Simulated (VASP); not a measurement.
PbSe, 4 atoms in the cell. Symmetry: Cmcm, No. 63, orthorhombic system. Conventional cell: a = 4.310 Å, b = 12.268 Å, c = 4.450 Å, α = 90.00°, β = 90.00°, γ = 90.00°. Pb (site symmetry m2m) has 5 Se at 2.82 to 3.10 Å within 3.7 Å. Se (site symmetry m2m) has 5 Pb at 2.82 to 3.10 Å within 3.7 Å. 

* Program: VASP 6.6.1
* Task: single point
* Functional: PBE
* Potentials or basis: VASP PAW PBE potentials, release 64 (Pb_d, Se)
* Cutoff: 500 eV
* k mesh: 3 × 3 × 3
* Occupations: gaussian, width 0.01 eV
* Spin: no spin polarisation
* Dipole correction: no
* Further INCAR settings: ALGO = Normal; EDIFF = 1e-06; NBANDS = 28

Potentials or basis: VASP PAW PBE potentials, release 64 (Pb_d, Se).

Launch:

```console
$ cat potpaw_PBE.64/Pb_d/POTCAR potpaw_PBE.64/Se/POTCAR > POTCAR
$ mpirun -np 1 vasp_std > vasp.out
```

Hardware: 1 thread of Intel Xeon 6975P-C, with other jobs on the host.

Question: How long does it take, and how much memory?

Answer: Run time: 28 s on 1 thread of Intel Xeon 6975P-C, on a shared host, peak memory 0.25 GiB. Counts: scf iterations 12, k points 8.
